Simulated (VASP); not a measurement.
# Al3Cu (P4/mmm) in VASP: further runs

Al3Cu is run at these levels: r2SCAN; tasks: single point, relaxation of shape and atoms at fixed volume.

Program: VASP 6.6.1. These are calculated values, not measurements. Logs are shortened: lines on timing, memory, paths and dates and some standing lists are left out, and cuts for length are marked.

**1. The cell of the first run**

The structure is tetragonal, space group P4/mmm (No. 123). Conventional cell: a = 2.829 Å, b = 2.829 Å, c = 7.502 Å, α = 90.00°, β = 90.00°, γ = 90.00°. Within 3.8 Å of Al (site symmetry 4/mmm) lie 12 Al at 2.83 to 2.89 Å and 2 Cu at 3.75 Å. Within 3.4 Å of Al (site symmetry 4mm) lie 4 Cu at 2.60 Å and 9 Al at 2.83 to 3.33 Å. Within 3.4 Å of Cu (site symmetry 4/mmm) lie 8 Al at 2.60 Å and 4 Cu at 2.83 Å.

**2. Single point, r2SCAN (biaxial strain in the a-b plane: +2.0 %, then relaxed in part)**

POSCAR reads:

```
Al3Cu
1.0
    2.8292564811      0.0000000000      0.0000000000
    0.0000000000      2.8292564811      0.0000000000
    0.0000000000      0.0000000000      7.5024806290
Al Cu
3 1
Direct
    0.0000000000      0.0000000000      0.5000000000
    0.5000000000      0.5000000000      0.2216743630
    0.5000000000      0.5000000000      0.7783256370
    0.0000000000      0.0000000000      0.0000000000
```

INCAR.step1 reads:

```
PREC = Accurate ; ENCUT = 520
ISMEAR = 0 ; SIGMA = 0.1
LREAL = F ; LASPH = T
NELM = 60 ; NBANDS = 18
GGA = PE ; ALGO = Normal
EDIFF = 1E-4 ; LWAVE = T
LCHARG = F
```

INCAR.step2 reads:

```
PREC = Accurate ; ENCUT = 520
EDIFF = 1E-6 ; ISMEAR = 0
SIGMA = 0.1 ; LREAL = F
LASPH = T ; NELM = 60
ALGO = Normal ; ISIF = 2
LWAVE = F ; LCHARG = F
METAGGA = R2SCAN ; LMIXTAU = T
NBANDS = 18 ; ISTART = 1
```

KPOINTS reads:

```
Automatic mesh
0
Gamma
  18 18 8
```

Potentials or basis: VASP PAW PBE potentials, release 64 (Al, Cu).

On the command line:

```
$ cat potpaw_PBE.64/Al/POTCAR potpaw_PBE.64/Cu/POTCAR > POTCAR
$ cp INCAR.step1 INCAR
$ mpirun -np 1 vasp_std > vasp.out
$ cp INCAR.step2 INCAR
$ mpirun -np 1 vasp_std > vasp.out
```

OUTCAR:

```text
PREC = Accurate
   ENCUT = 520
   EDIFF = 1E-6
   ISMEAR = 0
   LREAL = F
   LASPH = T
   NELM = 60
   ISIF = 2
   METAGGA = R2SCAN
   ISTART = 1

 ion  position               nearest neighbor table
   1  0.000  0.000  0.500-   2 2.89   3 2.89   2 2.89   3 2.89   2 2.89   3 2.89   2 2.89   3 2.89

   2  0.500  0.500  0.222-   4 2.60   4 2.60   4 2.60   4 2.60   1 2.89   1 2.89   1 2.89   1 2.89
                             3 3.33
   3  0.500  0.500  0.778-   4 2.60   4 2.60   4 2.60   4 2.60   1 2.89   1 2.89   1 2.89   1 2.89
                             2 3.33
   4  0.000  0.000  0.000-   2 2.60   3 2.60   2 2.60   3 2.60   2 2.60   3 2.60   2 2.60   3 2.60

  LATTYP: Found a simple tetragonal cell.
 ALAT       =     2.8292564811
 C/A-ratio  =     2.6517499135

  Lattice vectors:

 A1 = (   2.8292564811,   0.0000000000,   0.0000000000)
 A2 = (   0.0000000000,   2.8292564811,   0.0000000000)
 A3 = (   0.0000000000,   0.0000000000,   7.5024806290)

Analysis of symmetry for initial positions (statically):
=====================================================================
 Subroutine PRICEL returns:
 Original cell was already a primitive cell.

 Routine SETGRP: Setting up the symmetry group for a
 simple tetragonal supercell.

 Subroutine GETGRP returns: Found 16 space group operations
 (whereof 16 operations were pure point group operations)
 out of a pool of 16 trial point group operations.

The static configuration has the point symmetry D_4h.

Analysis of symmetry for dynamics (positions and initial velocities):
=====================================================================
 Subroutine PRICEL returns:
 Original cell was already a primitive cell.

 Routine SETGRP: Setting up the symmetry group for a
 simple tetragonal supercell.

 Subroutine GETGRP returns: Found 16 space group operations
 (whereof 16 operations were pure point group operations)
 out of a pool of 16 trial point group operations.

The dynamic configuration has the point symmetry D_4h.

 Subroutine INISYM returns: Found 16 space group operations
 (whereof 16 operations are pure point group operations),
 and found     1 'primitive' translations

----------------------------------------------------------------------------------------

                                     Primitive cell

  volume of cell :      60.0550

  direct lattice vectors                    reciprocal lattice vectors
     2.829256481  0.000000000  0.000000000     0.353449751  0.000000000  0.000000000
     0.000000000  2.829256481  0.000000000     0.000000000  0.353449751  0.000000000
     0.000000000  0.000000000  7.502480629     0.000000000  0.000000000  0.133289248

  length of vectors
     2.829256481  2.829256481  7.502480629     0.353449751  0.353449751  0.133289248

  position of ions in fractional coordinates (direct lattice)
     0.000000000  0.000000000  0.500000000
     0.500000000  0.500000000  0.221674363
     0.500000000  0.500000000  0.778325637
     0.000000000  0.000000000  0.000000000

  ion indices of the primitive-cell ions
   primitive index   ion index
                 1           1
                 2           2
                 3           3
                 4           4

----------------------------------------------------------------------------------------

 KPOINTS: Automatic mesh

Automatic generation of k-mesh.
 Grid dimensions read from file:
 generate k-points for:   18   18    8

 Generating k-lattice:

  Cartesian coordinates                     Fractional coordinates (reciprocal lattice)
     0.019636097  0.000000000  0.000000000     0.055555556  0.000000000  0.000000000
     0.000000000  0.019636097  0.000000000     0.000000000  0.055555556  0.000000000
     0.000000000  0.000000000  0.016661156     0.000000000  0.000000000  0.125000000

  Length of vectors
     0.019636097  0.019636097  0.016661156

  Shift w.r.t. Gamma in fractional coordinates (k-lattice)
     0.000000000  0.000000000  0.000000000

 Subroutine IBZKPT returns following result:
 ===========================================

 Found    275 irreducible k-points:

 Following reciprocal coordinates:
            Coordinates               Weight
  0.000000  0.000000  0.000000      1.000000
  0.055556  0.000000  0.000000      4.000000
  0.111111  0.000000  0.000000      4.000000
  0.166667  0.000000  0.000000      4.000000
  0.222222  0.000000  0.000000      4.000000
  0.277778  0.000000  0.000000      4.000000
[... 16 lines left out ...]
  0.277778  0.111111  0.000000      8.000000
  0.333333  0.111111  0.000000      8.000000
 [... further k-points ...]
   k-points           NKPTS =    275   k-points in BZ     NKDIM =    275   number of bands    NBANDS=     18
   number of dos      NEDOS =    301   number of ions     NIONS =      4
   total plane-waves  NPLWV =  32256
   dimension x,y,z NGX =    24 NGY =   24 NGZ =   56
   dimension x,y,z NGXF=    48 NGYF=   48 NGZF=  112
   ions per type =               3   1
[... 34 lines left out ...]
  Fermi-wavevector in a.u.,A,eV,Ry     =   1.134754  2.144374 17.519763  1.287666
  Thomas-Fermi vector in A             =   2.271458
   LORBIT       =      0    0 simple, 1 ext, 2 COOP (PROOUT), +10 PAW based schemes
   METAGGA = R2SCAN    functional components
   LHFCALC =     F    Hartree Fock is set to
   AEXX    =    0.0000 exact exchange contribution
   IVDW    =     0    specifies the selected vdW correction
   LEPSILON=     F    determine dielectric tensor
   LRPA    =     F    only Hartree local field effects (RPA)
 non-spin polarized calculation
 Gauss-broadening in eV      SIGMA  =   0.10
  energy-cutoff  :      520.00
  volume of cell :       60.06
 maximum number of plane-waves:      1648
 NGX is ok and might be reduce to    24
   NGX = 11   NGY = 11   NGZ = 27

 number of electron      20.0000008 magnetization

 Free energy of the ion-electron system (eV)
  ---------------------------------------------------
  ext. energy  EPLUGINS =         0.00000000
  ---------------------------------------------------
  free energy    TOTEN  =       -31.39304362 eV

  energy without entropy =      -31.38664941  energy(sigma->0) =      -31.38984651

 E-fermi :   8.1847     XC(G=0): -11.5759

 val. band max:        8.1844441701   @ k =   0.5000   0.4444   0.1250
 cond. band min:       8.1882539428   @ k =   0.3889   0.2222   0.0000
 fundamental gap:      0.0038097726
 Fermi energy:         8.1846598934

 k-point     1 :       0.0000    0.0000    0.0000
  band No.  band energies     occupation
      1      -3.5082      2.00000
      2      -0.8916      2.00000
      3      -0.5700      2.00000
      4       3.6021      2.00000
      5       3.7313      2.00000
      6       4.4626      2.00000
[... 10 lines left out ...]
     17      17.4939      0.00000
     18      17.4939      0.00000

 k-point     2 :       0.0556    0.0000    0.0000
  band No.  band energies     occupation
      1      -3.4471      2.00000
      2      -0.8362      2.00000
      3      -0.5090      2.00000
      4       3.6122      2.00000
      5       3.7465      2.00000
      6       4.4274      2.00000
[... 10 lines left out ...]
     17      17.5607      0.00000
     18      17.9359      0.00000

 k-point     3 :       0.1111    0.0000    0.0000
  band No.  band energies     occupation
      1      -3.2640      2.00000
      2      -0.6705      2.00000
      3      -0.3263      2.00000
      4       3.6399      2.00000
      5       3.7901      2.00000
      6       4.3349      2.00000
[... 10 lines left out ...]
     17      17.7599      0.00000
     18      18.3868      0.00000

 k-point     4 :       0.1667    0.0000    0.0000
  band No.  band energies     occupation
      1      -2.9598      2.00000
      2      -0.3967      2.00000
      3      -0.0238      2.00000
      4       3.6779      2.00000
      5       3.8549      2.00000
      6       4.2120      2.00000
[... 375 lines left out ...]
      4       3.7815      2.00000
      5       3.9637      2.00000
      6       4.1093      2.00000
[... 10 lines left out ...]
     17      18.3850      0.00000
     18      19.5543      0.00000

 k-point    23 :       0.2778    0.1111    0.0000
  band No.  band energies     occupation
      1      -1.7563      2.00000
      2       0.6600      2.00000
      3       1.1558      2.00000
      4       3.7968      2.00000
      5       3.9861      2.00000
      6       4.0119      2.00000
[... 10 lines left out ...]
     17      17.0308      0.00000
     18      18.4416      0.00000

 k-point    24 :       0.3333    0.1111    0.0000
  band No.  band energies     occupation
      1      -1.1044      2.00000
      2       1.2006      2.00000
      3       1.7759      2.00000
      4       3.6773      2.00000
      5       3.8752      2.00000
      6       4.0442      2.00000
[... 10 lines left out ...]
     17      16.4092      0.00000
     18      17.7366      0.00000

 [... further k-points ...]

------------------------ aborting loop because EDIFF is reached ----------------------------------------

  FORCE on cell =-STRESS in cart. coord.  units (eV):
  Direction    XX          YY          ZZ          XY          YZ          ZX
  --------------------------------------------------------------------------------------
  -------------------------------------------------------------------------------------
  Total       -1.6614147     -1.6614147     -0.0682221      0.0000000      0.0000000      0.0000000
  in kB      -44.3240176    -44.3240176     -1.8200629      0.0000000      0.0000000      0.0000000
  external PRESSURE =     -30.1560327 kB  Pullay stress =       0.0000000 kB

 VOLUME and BASIS-vectors are now :
 -----------------------------------------------------------------------------
  energy-cutoff  :      520.00
  volume of cell :       60.06
      direct lattice vectors                 reciprocal lattice vectors
     2.829256481  0.000000000  0.000000000     0.353449751  0.000000000  0.000000000
     0.000000000  2.829256481  0.000000000     0.000000000  0.353449751  0.000000000
     0.000000000  0.000000000  7.502480629     0.000000000  0.000000000  0.133289248

 POSITION                                       TOTAL-FORCE (eV/Angst)
 -----------------------------------------------------------------------------------
      0.00000      0.00000      3.75124         0.000000     -0.000000      0.000000
      1.41463      1.41463      1.66311        -0.000000      0.000000      0.017778
      1.41463      1.41463      5.83937         0.000000      0.000000     -0.017778
      0.00000      0.00000      0.00000         0.000000     -0.000000      0.000000
 -----------------------------------------------------------------------------------
    total drift:                                0.000000      0.000000     -0.000000

  FREE ENERGIE OF THE ION-ELECTRON SYSTEM (eV)
  ---------------------------------------------------
  free  energy   TOTEN  =       -31.3930436154 eV

  energy  without entropy=      -31.3866494145  energy(sigma->0) =      -31.38984651
```

It took 26 min on 1 thread of Oxide Virtual Turin-like, shared host; peak memory 0.36 GiB.

Results:

| Property | Result |
| --- | --- |
| Free energy | -31.3930 eV |
| Pressure | -3.0 GPa |
| Largest force | 0.018 eV/Å |
| Band gap on the k mesh | zero (bands 10 and 11 overlap by 6.95 eV) |

Forces in eV/Å, atoms in the order of the input:
```
Al   0.000  0.000  0.000
Al   0.000  0.000  0.018
Al   0.000  0.000 -0.018
Cu   0.000  0.000  0.000
```

Stress tensor (GPa, compression positive):
```
-4.43  0.00  0.00
 0.00 -4.43  0.00
 0.00  0.00 -0.18
```

Levels at points of the mesh, in eV from the Fermi level:
```
           k point  band 7  band 8  band 9  band 10  band 11  band 12  band 13  band 14
(0.00, 0.00, 0.00)   -3.72   -3.36   -1.51     0.98     6.43     6.60     6.60     8.15
(0.50, 0.00, 0.00)   -3.82   -3.71   -3.62    -2.37    -1.99     3.07     4.26     4.56
(0.50, 0.50, 0.00)   -2.81   -0.62   -0.52     0.09     0.09     0.49     0.49     0.64
(0.00, 0.00, 0.50)   -3.72   -3.52   -3.36     4.93     6.40     6.44     7.23     7.23
(0.50, 0.00, 0.50)   -3.82   -3.62   -2.76    -0.97    -0.83     0.18     1.04     9.41
(0.50, 0.50, 0.50)   -2.05   -1.83   -1.83    -0.67    -0.66     0.48     1.61     3.46
```

Caveat: the cell differs from its parent crystal (biaxial strain in the a-b plane: +2.0 %, then relaxed in part); the cell stands under tension; the PAW data sets were made with another functional, which shifts forces and pressure a little.

**3. Single point, r2SCAN (biaxial strain in the a-b plane: +2.0 %)**

POSCAR reads:

```
Al3Cu
1.0
    2.8292564811      0.0000000000      0.0000000000
    0.0000000000      2.8292564811      0.0000000000
    0.0000000000      0.0000000000      7.5007607559
Al Cu
3 1
Direct
    0.0000000000      0.0000000000      0.5000000000
    0.5000000000      0.5000000000      0.2224686288
    0.5000000000      0.5000000000      0.7775313712
    0.0000000000      0.0000000000      0.0000000000
```

INCAR.step1 is that of step 2.

INCAR.step2 is that of step 2.

KPOINTS reads:

```
regular mesh
0
Gamma
  18 18 8
```

Potentials or basis: VASP PAW PBE potentials, release 64 (Al, Cu).

On the command line:

```
$ cat potpaw_PBE.64/Al/POTCAR potpaw_PBE.64/Cu/POTCAR > POTCAR
$ cp INCAR.step1 INCAR
$ mpirun -np 1 vasp_std > vasp.out
$ cp INCAR.step2 INCAR
$ mpirun -np 1 vasp_std > vasp.out
```

It took 27 min on 1 thread of Oxide Virtual Turin-like, shared host; peak memory 0.36 GiB.

Results (log left out):

| Property | Result |
| --- | --- |
| Free energy | -31.3931 eV |
| Pressure | -3.1 GPa |
| Largest force | 0.019 eV/Å |
| Band gap on the k mesh | zero (bands 10 and 11 overlap by 6.94 eV) |

Forces in eV/Å, atoms in the order of the input:
```
Al   0.000  0.000  0.000
Al   0.000  0.000 -0.019
Al   0.000  0.000  0.019
Cu   0.000  0.000  0.000
```

Stress tensor (GPa, compression positive):
```
-4.49  0.00  0.00
 0.00 -4.49  0.00
 0.00  0.00 -0.18
```

Levels at points of the mesh, in eV from the Fermi level:
| k point | band 8 | band 9 | band 10 | band 11 | band 12 | band 13 |
| --- | --- | --- | --- | --- | --- | --- |
| (0.00, 0.00, 0.00) | -3.34 | -1.51 | 0.99 | 6.41 | 6.60 | 6.60 |
| (0.50, 0.00, 0.00) | -3.70 | -3.61 | -2.37 | -1.98 | 3.08 | 4.25 |
| (0.50, 0.50, 0.00) | -0.64 | -0.53 | 0.11 | 0.11 | 0.48 | 0.48 |
| (0.00, 0.00, 0.50) | -3.51 | -3.34 | 4.94 | 6.41 | 6.42 | 7.21 |
| (0.50, 0.00, 0.50) | -3.61 | -2.75 | -0.96 | -0.82 | 0.18 | 1.04 |
| (0.50, 0.50, 0.50) | -1.85 | -1.85 | -0.68 | -0.68 | 0.49 | 1.62 |

Caveat: the cell differs from its parent crystal (biaxial strain in the a-b plane: +2.0 %); the cell stands under tension; the PAW data sets were made with another functional, which shifts forces and pressure a little.

**4. Relaxation of shape and atoms at fixed volume, r2SCAN (12.85 Å³/atom)**

This run uses another cell than the first one, of 12.85 Å³/atom.

POSCAR reads:

```
Al3Cu
1.0
    2.6611799857      0.0000000000      0.0000000000
    0.0000000000      2.6611799857      0.0000000000
    0.0000000000      0.0000000000      7.2581650240
Al Cu
3 1
Direct
    0.0000000000      0.0000000000      0.5000000000
    0.5000000000      0.5000000000      0.2259902188
    0.5000000000      0.5000000000      0.7740097812
    0.0000000000      0.0000000000      0.0000000000
```

INCAR.step1 reads:

```
SYSTEM = Al3Cu
PREC = Accurate
ENCUT = 600
ISMEAR = 0
SIGMA = 0.1
LREAL = .FALSE.
LASPH = .TRUE.
NELM = 100
GGA = PE
ALGO = Normal
EDIFF = 1E-4
LWAVE = .TRUE.
LCHARG = .FALSE.
```

INCAR.step2 reads:

```
SYSTEM = Al3Cu
PREC = Accurate
ENCUT = 600
EDIFF = 1E-6
ISMEAR = 0
SIGMA = 0.1
LREAL = .FALSE.
LASPH = .TRUE.
NELM = 100
ALGO = Normal
ISIF = 4
LWAVE = .FALSE.
LCHARG = .FALSE.
METAGGA = R2SCAN
LMIXTAU = .TRUE.
IBRION = 2
NSW = 50
EDIFFG = -0.01
ISTART = 1
```

KPOINTS reads:

```
regular mesh
0
G
  16 16 6
  0 0 0
```

On the command line:

```
$ cat potpaw_PBE.64/Al/POTCAR potpaw_PBE.64/Cu/POTCAR > POTCAR
$ cp INCAR.step1 INCAR
$ mpirun -np 1 vasp_std > vasp.out
$ cp INCAR.step2 INCAR
$ mpirun -np 1 vasp_std > vasp.out
```

It took 25 min on 1 thread of Oxide Virtual Turin-like, shared host; peak memory 0.29 GiB.

Results (log left out):

* Free energy: -31.0656 eV
* Energy gained by relaxing: 0.2 meV/atom
* Ionic steps: 4
* Pressure after relaxing: 17.7 GPa
* Band gap on the k mesh: zero (bands 10 and 11 overlap by 6.76 eV)

Step by step:
| step | energy change (eV) | largest force (eV/Å) | pressure (GPa) | volume (Å³) |
| --- | --- | --- | --- | --- |
| 1 | 0.0000 | 0.0923 | 17.81 | 51.40 |
| 2 | -0.0007 | 0.0520 | 17.74 | 51.40 |
| 3 | -0.0010 | 0.0109 | 17.67 | 51.40 |
| 4 | -0.0010 | 0.0009 | 17.71 | 51.40 |

Final structure:
```yaml
crystal:
  lattice:
    - [2.66257, 0.00000, 0.00000]
    - [0.00000, 2.66257, 0.00000]
    - [0.00000, 0.00000, 7.25057]
  atoms:
    - { symbol: Al, position: [0.00000, 0.00000, 0.50000] }
    - { symbol: Al, position: [0.50000, 0.50000, 0.22740] }
    - { symbol: Al, position: [0.50000, 0.50000, 0.77260] }
    - { symbol: Cu, position: [0.00000, 0.00000, 0.00000] }
```

Levels at points of the mesh, in eV from the Fermi level:
| k point | band 6 | band 7 | band 8 | band 9 | band 10 | band 11 | band 12 | band 13 | band 14 |
| --- | --- | --- | --- | --- | --- | --- | --- | --- | --- |
| (0.00, 0.00, 0.00) | -4.15 | -4.15 | -3.68 | -2.14 | 0.77 | 6.66 | 7.81 | 7.81 | 8.49 |
| (0.50, 0.00, 0.00) | -4.83 | -4.26 | -4.16 | -4.03 | -2.58 | -1.93 | 2.90 | 4.52 | 4.82 |
| (0.50, 0.50, 0.00) | -3.06 | -3.06 | -0.75 | -0.35 | 0.05 | 0.05 | 0.34 | 0.42 | 0.42 |
| (0.00, 0.00, 0.50) | -4.15 | -4.15 | -4.10 | -3.68 | 4.71 | 6.40 | 6.62 | 8.38 | 8.38 |
| (0.50, 0.00, 0.50) | -5.01 | -4.26 | -4.03 | -3.01 | -1.26 | -1.00 | 0.08 | 1.32 | 9.63 |
| (0.50, 0.50, 0.50) | -2.16 | -2.16 | -2.12 | -2.12 | -0.79 | -0.68 | 0.53 | 2.65 | 3.37 |

Caveat: the PAW data sets were made with another functional, which shifts forces and pressure a little.

**5. Summary**

```tsv
task	cell	k mesh	cutoff (eV)	gap on the mesh (eV)	pressure (GPa)	largest force (eV/Å)
single point	a = 2.829, b = 2.829, c = 7.502 Å, 4 atoms, atomic positions A	18 × 18 × 8	520	none	-3.0	0.02
single point	a = 2.829, b = 2.829, c = 7.501 Å, 4 atoms, atomic positions B	18 × 18 × 8	520	none	-3.1	0.02
relaxation of shape and atoms at fixed volume	relaxed from a = 2.661, b = 2.661, c = 7.258 Å, 4 atoms, atomic positions C	16 × 16 × 6	600	none	17.7	-
```

Alike in all rows: level r2SCAN; potentials or basis VASP PAW PBE potentials, release 64 (Al, Cu); no spin polarisation; smearing gaussian 0.1 eV.

Caveats: the PAW data sets were made with another functional, which shifts forces and pressure a little; the cell stands under tension (at least some runs).

Total energies depend on the potentials used, so only differences within one code and one set of settings carry meaning.
